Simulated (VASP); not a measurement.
# Al2Cu (Fm-3m) in VASP: a series of runs

Runs on Al2Cu. Level: LDA. Tasks: vibrations by perturbation theory.

All numbers are computed with VASP 6.6.1; they aren't measurements. Logs are shortened: lines on timing, memory, paths and dates and some standing lists are left out, and cuts for length are marked.

### Step 1. The cell of the first run

Symmetry: Fm-3m, No. 225, cubic system. Conventional cell: a = 5.671 Å, b = 5.671 Å, c = 5.671 Å, α = 90.00°, β = 90.00°, γ = 90.00°. Al (site symmetry -43m) has 4 Cu at 2.46 Å and 6 Al at 2.84 Å within 3.2 Å. Cu (site symmetry m-3m) has 8 Al at 2.46 Å within 3.2 Å.

### Step 2. Vibrations by perturbation theory, LDA

INCAR reads:

```
SYSTEM = Al2Cu
  ALGO = Fast
  EDIFF = 1E-8
  ENCUT = 520
  IBRION = 8
  ISIF = 2
  ISMEAR = -1
  LASPH = .True.
  LCHARG = .False.
  LREAL = .False.
  LWAVE = .False.
  NELM = 100
  NSW = 1
  PREC = Accurate
  SIGMA = 0.15
```

KPOINTS reads:

```
k-points
0
Gamma
  14 14 14
  0 0 0
```

POSCAR reads:

```
Al2Cu
1.0
   -2.0050907396      2.0050907396      2.8356281318
    2.0050907396     -2.0050907396      2.8356281318
    2.0050907396      2.0050907396     -2.8356281318
Al Cu
2 1
Direct
    0.7500000000      0.2500000000      0.5000000000
    0.2500000000      0.7500000000      0.5000000000
    0.5000000000      0.5000000000      0.0000000000
```

Potentials or basis: VASP PAW LDA potentials, release 64 (Al, Cu).

Launch:

```bash
$ cat potpaw_LDA.64/Al/POTCAR potpaw_LDA.64/Cu/POTCAR > POTCAR
$ mpirun -np 1 vasp_std > vasp.out
```

OUTCAR:

```text
SYSTEM = Al2Cu
   EDIFF = 1E-8
   ENCUT = 520
   IBRION = 8
   ISIF = 2
   ISMEAR = -1
   LASPH = .True.
   LREAL = .False.
   NELM = 100
   NSW = 1
   PREC = Accurate

 ion  position               nearest neighbor table
   1  0.750  0.250  0.500-   3 2.46   3 2.46   3 2.46   3 2.46   2 2.84   2 2.84   2 2.84   2 2.84
                             2 2.84   2 2.84
   2  0.250  0.750  0.500-   3 2.46   3 2.46   3 2.46   3 2.46   1 2.84   1 2.84   1 2.84   1 2.84
                             1 2.84   1 2.84
   3  0.500  0.500  0.000-   2 2.46   1 2.46   1 2.46   2 2.46   1 2.46   2 2.46   2 2.46   1 2.46

  LATTYP: Found a face centered cubic cell.
 ALAT       =     5.6712546495

  Lattice vectors:

 A1 = (   2.0050907396,  -2.0050907396,  -2.8356281318)
 A2 = (   2.0050907396,   2.0050907396,  -2.8356281318)
 A3 = (   4.0101814792,   0.0000000000,   0.0000000000)

Analysis of symmetry for initial positions (statically):
=====================================================================
 Subroutine PRICEL returns:
 Original cell was already a primitive cell.

 Routine SETGRP: Setting up the symmetry group for a
 face centered cubic supercell.

 Subroutine GETGRP returns: Found 48 space group operations
 (whereof 48 operations were pure point group operations)
 out of a pool of 48 trial point group operations.

The static configuration has the point symmetry O_h .

Analysis of symmetry for dynamics (positions and initial velocities):
=====================================================================
 Subroutine PRICEL returns:
 Original cell was already a primitive cell.

 Routine SETGRP: Setting up the symmetry group for a
 face centered cubic supercell.

 Subroutine GETGRP returns: Found 48 space group operations
 (whereof 48 operations were pure point group operations)
 out of a pool of 48 trial point group operations.

The dynamic configuration has the point symmetry O_h .

 Subroutine INISYM returns: Found 48 space group operations
 (whereof 48 operations are pure point group operations),
 and found     1 'primitive' translations
[... 533 lines left out ...]
     2.005090740 -2.005090740  2.835628132     0.249365273  0.000000000  0.176327775
     2.005090740  2.005090740 -2.835628132     0.249365273  0.249365273  0.000000000

 POSITION                                       TOTAL-FORCE (eV/Angst)
 -----------------------------------------------------------------------------------
      0.00000      2.00509      1.41781         0.000000     -0.000000      0.000000
      2.00509      0.00000      1.41781        -0.000000      0.000000     -0.000000
      0.00000      0.00000      2.83563        -0.000000      0.000000     -0.000000
 -----------------------------------------------------------------------------------
    total drift:                                0.000000     -0.000000      0.000000

  FREE ENERGIE OF THE ION-ELECTRON SYSTEM (eV)
  ---------------------------------------------------
  free  energy   TOTEN  =       -13.7339621036 eV

  energy  without entropy=      -13.6727408587  energy(sigma->0) =      -13.70335148

[... ionic steps 2 to 9 ...]

--------------------------------------- Ionic step       10  -------------------------------------------

 Free energy of the ion-electron system (eV)
  ---------------------------------------------------
  ---------------------------------------------------
  free energy    TOTEN  =        -0.24299646 eV

  energy without entropy =       -0.24299646

------------------------ aborting loop because EDIFF is reached ----------------------------------------

 INTERNAL STRAIN TENSOR  FOR ION    3  DIRECTION 1   (eV/Angst):
 -----------------------------------------------------------------------------
     0.00355  0.00000  0.00000
     0.00000  0.00179  0.00000
     0.00000  0.00000  0.00200

 INTERNAL STRAIN TENSOR FOR ION    3 for displacements in x,y,z  (eV/Angst):
          X           Y           Z          XY          YZ          ZX
  --------------------------------------------------------------------------------
  x     0.00000     0.00000     0.00000     0.00000     0.00000     0.00000
  y     0.00000     0.00000     0.00000     0.00000     0.00000     0.00000
  z     0.00000     0.00000     0.00000     0.00000     0.00000     0.00000

 SECOND DERIVATIVES (NOT SYMMETRIZED)
 ------------------------------------
               1X          1Y          1Z          2X          2Y          2Z          3X          3Y          3Z
  1X    -6.276493    0.000000    0.000000    2.328482    0.000000    0.000000    3.948010    0.000000    0.000000
  1Y     0.000000   -6.276493    0.000000    0.000000    2.328482   -0.000000    0.000000    3.948010    0.000000
  1Z     0.000000   -0.000000   -6.276500    0.000000    0.000000    2.328485   -0.000000   -0.000000    3.948015
  2X     2.328482    0.000000    0.000000   -6.276493    0.000000    0.000000    3.948010    0.000000    0.000000
  2Y     0.000000    2.328482   -0.000000    0.000000   -6.276493    0.000000    0.000000    3.948010    0.000000
  2Z     0.000000    0.000000    2.328485    0.000000   -0.000000   -6.276500   -0.000000   -0.000000    3.948015
  3X     3.974832    0.000000    0.000000    3.974832    0.000000    0.000000   -7.949663    0.000000    0.000000
  3Y    -0.000000    3.974832    0.000000   -0.000000    3.974832    0.000000    0.000000   -7.949663    0.000000
  3Z     0.000000   -0.000000    3.974836    0.000000   -0.000000    3.974836   -0.000000    0.000000   -7.949672

 Eigenvectors and eigenvalues of the dynamical matrix
 ----------------------------------------------------

   1 f  =    8.828700 THz    55.472359 2PiTHz  294.493738 cm-1    36.512554 meV
             X         Y         Z           dx          dy          dz
      0.000000  2.005091  1.417814    -0.000000    0.000000   -0.707107
      2.005091  0.000000  1.417814    -0.000000   -0.000000    0.707107
      0.000000  0.000000  2.835628     0.000000    0.000000    0.000000
[... 43 lines left out ...]
   9 f/i=    0.013744 THz     0.086356 2PiTHz    0.458451 cm-1     0.056841 meV
             X         Y         Z           dx          dy          dz
      0.000000  2.005091  1.417814     0.000000    0.000000   -0.480053
      2.005091  0.000000  1.417814     0.000000    0.000000   -0.480053
      0.000000  0.000000  2.835628     0.000000    0.000000   -0.734233

--------------------------------------------------------------------------------------------------------

 ELASTIC MODULI CONTR FROM IONIC RELAXATION (kBar)
 Direction    XX          YY          ZZ          XY          YZ          ZX
 --------------------------------------------------------------------------------
 XX        -203.5105    203.5105     -0.0000      0.0000     -0.0000      0.0000
 YY         203.5105   -203.5105      0.0000     -0.0000      0.0000     -0.0000
 ZZ          -0.0000      0.0000     -0.0000     -0.0000      0.0000     -0.0000
 XY           0.0000     -0.0000     -0.0000     -0.0000      0.0000      0.0000
 YZ          -0.0000      0.0000      0.0000      0.0000   -203.5107     -0.0000
 ZX           0.0000     -0.0000     -0.0000      0.0000     -0.0000   -203.5107
 --------------------------------------------------------------------------------
```

It took 28 min on 1 thread of Oxide Virtual Turin-like, shared host; peak memory 0.87 GiB.

Results:

- Highest phonon frequency at Γ: 294 cm⁻¹

Phonon frequencies in cm⁻¹ (negative: imaginary):
```
              q point                    frequencies
(0.000, 0.000, 0.000)  0 0 0 272 272 272 294 294 294
```

### Step 3. Vibrations by perturbation theory, LDA (15.50 Å³/atom)

This run uses another cell than the first one, of 15.50 Å³/atom.

INCAR reads:

```
SYSTEM = Al2Cu
ALGO     = Fast           ! electronic algorithm
EDIFF    = 1E-8           ! SCF threshold, eV
ENCUT    = 520            ! plane-wave cutoff, eV
IBRION   = 8              ! ionic algorithm
ISIF     = 2              ! what is computed and relaxed
ISMEAR   = -1             ! smearing method
LASPH    = .TRUE.         ! aspherical terms in the spheres
LCHARG   = .FALSE.        ! write CHGCAR
LREAL    = .FALSE.        ! projectors in reciprocal space
LWAVE    = .FALSE.        ! write WAVECAR
NELM     = 100            ! most SCF steps
NSW      = 1              ! ionic steps
PREC     = Accurate       ! precision mode
SIGMA    = 0.15           ! smearing width, eV
```

KPOINTS reads:

```
k-points
0
G
  14 14 14
  0 0 0
```

POSCAR reads:

```
Al2Cu
1.0
   -2.0183702562      2.0183702562      2.8544065902
    2.0183702562     -2.0183702562      2.8544065902
    2.0183702562      2.0183702562     -2.8544065902
Al Cu
2 1
Direct
    0.7500000000      0.2500000000      0.5000000000
    0.2500000000      0.7500000000      0.5000000000
    0.5000000000      0.5000000000      0.0000000000
```

Potentials or basis: VASP PAW LDA potentials, release 64 (Al, Cu).

Launch:

```bash
$ cat potpaw_LDA.64/Al/POTCAR potpaw_LDA.64/Cu/POTCAR > POTCAR
$ mpirun -np 1 vasp_std > vasp.out
```

OUTCAR:

```text
SYSTEM = Al2Cu
   EDIFF = 1E-8
   ENCUT = 520
   IBRION = 8
   ISIF = 2
   ISMEAR = -1
   LASPH = .TRUE.
   LREAL = .FALSE.
   NELM = 100
   NSW = 1
   PREC = Accurate

 ion  position               nearest neighbor table
   1  0.750  0.250  0.500-   3 2.47   3 2.47   3 2.47   3 2.47   2 2.85   2 2.85   2 2.85   2 2.85
                             2 2.85   2 2.85
   2  0.250  0.750  0.500-   3 2.47   3 2.47   3 2.47   3 2.47   1 2.85   1 2.85   1 2.85   1 2.85
                             1 2.85   1 2.85
   3  0.500  0.500  0.000-   2 2.47   1 2.47   1 2.47   2 2.47   1 2.47   2 2.47   2 2.47   1 2.47

  LATTYP: Found a face centered cubic cell.
 ALAT       =     5.7088131804

  Lattice vectors:

 A1 = (   2.0183702562,  -2.0183702562,  -2.8544065902)
 A2 = (   2.0183702562,   2.0183702562,  -2.8544065902)
 A3 = (   4.0367405124,   0.0000000000,   0.0000000000)

Analysis of symmetry for initial positions (statically):
=====================================================================
 Subroutine PRICEL returns:
 Original cell was already a primitive cell.

 Routine SETGRP: Setting up the symmetry group for a
 face centered cubic supercell.

 Subroutine GETGRP returns: Found 48 space group operations
 (whereof 48 operations were pure point group operations)
 out of a pool of 48 trial point group operations.

The static configuration has the point symmetry O_h .

Analysis of symmetry for dynamics (positions and initial velocities):
=====================================================================
 Subroutine PRICEL returns:
 Original cell was already a primitive cell.

 Routine SETGRP: Setting up the symmetry group for a
 face centered cubic supercell.

 Subroutine GETGRP returns: Found 48 space group operations
 (whereof 48 operations were pure point group operations)
 out of a pool of 48 trial point group operations.

The dynamic configuration has the point symmetry O_h .

 Subroutine INISYM returns: Found 48 space group operations
 (whereof 48 operations are pure point group operations),
 and found     1 'primitive' translations

----------------------------------------------------------------------------------------

                                     Primitive cell

  volume of cell :      46.5133

  direct lattice vectors                    reciprocal lattice vectors
    -2.018370256  2.018370256  2.854406590     0.000000000  0.247724618  0.175167757
     2.018370256 -2.018370256  2.854406590     0.247724618  0.000000000  0.175167757
     2.018370256  2.018370256 -2.854406590     0.247724618  0.247724618  0.000000000

  length of vectors
     4.036740512  4.036740512  4.036740512     0.303399455  0.303399455  0.350335514

  position of ions in fractional coordinates (direct lattice)
[... 494 lines left out ...]
      9       8.0394      0.00355
     10      10.1022      0.00000
     11      10.7432      0.00000
     12      11.9531      0.00000

 [... further k-points ...]

------------------------ aborting loop because EDIFF is reached ----------------------------------------

  FORCE on cell =-STRESS in cart. coord.  units (eV):
  Direction    XX          YY          ZZ          XY          YZ          ZX
  --------------------------------------------------------------------------------------
  -------------------------------------------------------------------------------------
  Total       -0.5064695     -0.5064695     -0.5064695     -0.0000000      0.0000000      0.0000000
  in kB      -17.4456186    -17.4456186    -17.4456186     -0.0000000      0.0000000      0.0000000
  external PRESSURE =     -17.4456186 kB  Pullay stress =       0.0000000 kB

 VOLUME and BASIS-vectors are now :
 -----------------------------------------------------------------------------
  energy-cutoff  :      520.00
  volume of cell :       46.51
      direct lattice vectors                 reciprocal lattice vectors
    -2.018370256  2.018370256  2.854406590     0.000000000  0.247724618  0.175167757
     2.018370256 -2.018370256  2.854406590     0.247724618  0.000000000  0.175167757
     2.018370256  2.018370256 -2.854406590     0.247724618  0.247724618  0.000000000

 POSITION                                       TOTAL-FORCE (eV/Angst)
 -----------------------------------------------------------------------------------
      0.00000      2.01837      1.42720         0.000000     -0.000000     -0.000000
      2.01837      0.00000      1.42720        -0.000000      0.000000      0.000000
      0.00000      0.00000      2.85441        -0.000000     -0.000000      0.000000
 -----------------------------------------------------------------------------------
    total drift:                                0.000000     -0.000000      0.000000

  FREE ENERGIE OF THE ION-ELECTRON SYSTEM (eV)
  ---------------------------------------------------
  free  energy   TOTEN  =       -13.7299069205 eV

  energy  without entropy=      -13.6677346858  energy(sigma->0) =      -13.69882080

[... ionic steps 2 to 9 ...]

--------------------------------------- Ionic step       10  -------------------------------------------

 Free energy of the ion-electron system (eV)
  ---------------------------------------------------
  ---------------------------------------------------
  free energy    TOTEN  =        -0.24293211 eV

  energy without entropy =       -0.24293211

------------------------ aborting loop because EDIFF is reached ----------------------------------------

 INTERNAL STRAIN TENSOR  FOR ION    3  DIRECTION 1   (eV/Angst):
 -----------------------------------------------------------------------------
     0.00505  0.00000  0.00000
     0.00000 -0.00010  0.00000
     0.00000  0.00000  0.00211

 INTERNAL STRAIN TENSOR FOR ION    3 for displacements in x,y,z  (eV/Angst):
          X           Y           Z          XY          YZ          ZX
  --------------------------------------------------------------------------------
  x     0.00000     0.00000     0.00000     0.00000     0.00000     0.00000
  y     0.00000     0.00000     0.00000     0.00000     0.00000     0.00000
  z     0.00000     0.00000     0.00000     0.00000     0.00000     0.00000

 SECOND DERIVATIVES (NOT SYMMETRIZED)
 ------------------------------------
               1X          1Y          1Z          2X          2Y          2Z          3X          3Y          3Z
  1X    -5.823858    0.000000    0.000000    2.150622    0.000000    0.000000    3.673236    0.000000   -0.000000
  1Y     0.000000   -5.823858    0.000000    0.000000    2.150622    0.000000    0.000000    3.673236    0.000000
  1Z    -0.000000    0.000000   -5.823858    0.000000    0.000000    2.150622    0.000000   -0.000000    3.673236
  2X     2.150622    0.000000    0.000000   -5.823858    0.000000    0.000000    3.673236    0.000000   -0.000000
  2Y     0.000000    2.150622    0.000000    0.000000   -5.823858    0.000000    0.000000    3.673236    0.000000
  2Z     0.000000    0.000000    2.150622   -0.000000    0.000000   -5.823858    0.000000   -0.000000    3.673236
  3X     3.681352    0.000000    0.000000    3.681352    0.000000    0.000000   -7.362704    0.000000    0.000000
  3Y     0.000000    3.681352    0.000000    0.000000    3.681352    0.000000    0.000000   -7.362704    0.000000
  3Z     0.000000    0.000000    3.681352    0.000000    0.000000    3.681352    0.000000    0.000000   -7.362704

 Eigenvectors and eigenvalues of the dynamical matrix
 ----------------------------------------------------

   1 f  =    8.499099 THz    53.401413 2PiTHz  283.499420 cm-1    35.149432 meV
             X         Y         Z           dx          dy          dz
      0.000000  2.018370  1.427203     0.636717   -0.307558    0.000000
      2.018370  0.000000  1.427203    -0.636717    0.307558   -0.000000
      0.000000  0.000000  2.854407     0.000000   -0.000000    0.000000
[... 43 lines left out ...]
   9 f/i=    0.004316 THz     0.027119 2PiTHz    0.143973 cm-1     0.017850 meV
             X         Y         Z           dx          dy          dz
      0.000000  2.018370  1.427203     0.019363    0.245769   -0.411226
      2.018370  0.000000  1.427203     0.019363    0.245769   -0.411226
      0.000000  0.000000  2.854407     0.029683    0.376758   -0.630400

--------------------------------------------------------------------------------------------------------

 ELASTIC MODULI CONTR FROM IONIC RELAXATION (kBar)
 Direction    XX          YY          ZZ          XY          YZ          ZX
 --------------------------------------------------------------------------------
 XX        -176.2646    176.2646      0.0000     -0.0000     -0.0000      0.0000
 YY         176.2646   -176.2646     -0.0000      0.0000      0.0000     -0.0000
 ZZ           0.0000     -0.0000     -0.0000     -0.0000     -0.0000      0.0000
 XY          -0.0000      0.0000     -0.0000     -0.0000      0.0000      0.0000
 YZ          -0.0000      0.0000     -0.0000      0.0000   -176.2646     -0.0000
 ZX           0.0000     -0.0000      0.0000      0.0000     -0.0000   -176.2646
 --------------------------------------------------------------------------------
```

Run time: 27 min. Hardware: 1 thread of Oxide Virtual Turin-like, shared host; peak memory 0.89 GiB.

What came out:

```
Highest phonon frequency at Γ : 283 cm⁻¹
```

Phonon frequencies in cm⁻¹ (negative: imaginary):
```tsv
q point	frequencies
(0.000, 0.000, 0.000)	0 0 0 262 262 262 283 283 283
```

Caveat: the cell stands under pressure or tension, which shifts response properties.
